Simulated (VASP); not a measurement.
Set up this calculation in VASP 6.6.1, as the native input.

| Property | Result |
| --- | --- |
| Task | relaxation of cell and atoms |
| Functional | r2SCAN |
| Potentials or basis | VASP PAW PBE potentials, release 64 (Si) |
| Cutoff | 550 eV |
| k mesh | 12 × 12 × 8 |
| Occupations | gaussian, width 0.15 eV |
| Spin | no spin polarisation |
| Dipole correction | no |
| Further INCAR settings | ALGO = Normal; EDIFF = 1e-07; IBRION = 2; EDIFFG = -0.01; NSW = 100; ISIF = 3 |

Si:

```
CELL_PARAMETERS angstrom
2.62900 0.00000 0.00000
-1.31450 2.27678 0.00000
0.00000 0.00000 4.98760
ATOMIC_POSITIONS crystal
Si 0.01260 0.00100 0.00090
Si 0.98740 0.99900 0.49910
```

These files were run (other wordings do the same):

POSCAR

```
Si
1.0
    2.6290009029      0.0000000000      0.0000000000
   -1.3145004515      2.2767815685      0.0000000000
    0.0000000000      0.0000000000      4.9875981450
Si
2
Direct
    0.0125983972      0.0009992893      0.0009017856
   -0.0125983972     -0.0009992893      0.4990982144
```

INCAR.step1

```
ALGO = Normal
EDIFF = 1E-5
EDIFFG = -0.005
ENCUT = 550
GGA = PE
GGA_COMPAT = F
IBRION = 2
ISIF = 3
ISMEAR = 0
LASPH = T
LCHARG = F
LREAL = F
LWAVE = T
NELM = 120
NELMIN = 4
NSW = 100
PREC = Accurate
SIGMA = 0.15
```

INCAR.step2

```
ALGO = Normal
EDIFF = 1E-7
EDIFFG = -0.01
ENCUT = 550
GGA_COMPAT = F
IBRION = 2
ISIF = 3
ISMEAR = 0
ISTART = 1
LASPH = T
LCHARG = F
LMIXTAU = T
LREAL = F
LWAVE = F
METAGGA = R2SCAN
NELM = 120
NELMIN = 4
NSW = 100
PREC = Accurate
SIGMA = 0.15
```

KPOINTS

```
k-points
0
Gamma
  12 12 8
```

Potentials or basis: VASP PAW PBE potentials, release 64 (Si).

Run with:

```sh
$ cat potpaw_PBE.64/Si/POTCAR > POTCAR
$ cp INCAR.step1 INCAR
$ mpirun -np 1 vasp_std > vasp.out
$ cp INCAR.step2 INCAR
$ mpirun -np 1 vasp_std > vasp.out
```

Results of the run:

```
Relaxed volume                        : 14.91 Å³/atom
Relaxed cell                          : a = 2.625 Å, b = 2.625 Å, c = 4.997 Å, α = 90.00°, β = 90.00°, γ = 120.00°
Space group after relaxing (to 0.1 Å) : P6/mmm (No. 191)
Energy gained by relaxing             : 1.4 meV/atom
Ionic steps                           : 8
Pressure after relaxing               : 0.1 GPa
Largest force after relaxing          : 0.006 eV/Å
Band gap on the k mesh                : zero (bands 4 and 5 overlap by 11.17 eV)
```

Caveat: the PAW data sets were made with another functional, which shifts forces and pressure a little.

Wall time 34 min on 1 thread of AMD EPYC 9755 128-Core Processor (shared host), peak memory 0.21 GiB.
